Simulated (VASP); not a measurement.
Rb, 1 atom in the cell. The structure is orthorhombic, space group Immm (No. 71). The conventional cell has a = 5.096 Å, b = 5.199 Å, c = 7.280 Å, α = 90.00°, β = 90.00°, γ = 90.00°.  This cell differs from its parent crystal: strain -0.0200 x Voigt [0, 0, 0, 0, 0, 1].

- Program: VASP 6.6.1
- Task: single point
- Functional: LDA
- Potentials or basis: VASP PAW LDA potentials, release 64 (Rb_sv)
- Cutoff: 520 eV
- k mesh: 12 × 12 × 12
- Occupations: gaussian, width 0.15 eV
- Spin: no spin polarisation
- Dipole correction: no
- Further INCAR settings: ALGO = Fast; EDIFF = 1e-06; NBANDS = 10

Potentials or basis: VASP PAW LDA potentials, release 64 (Rb_sv).

The run is started by

```bash
$ cat potpaw_LDA.64/Rb_sv/POTCAR > POTCAR
$ mpirun -np 1 vasp_std > vasp.out
```

Hardware: 1 thread of Oxide Virtual Turin-like Processor (shared host).

**Question.** Estimate the wall time of this run.

**Answer.** Run time: 5.1 min on 1 thread of Oxide Virtual Turin-like Processor (shared host), peak memory 0.35 GiB. Counts: scf iterations 11, k points 280.
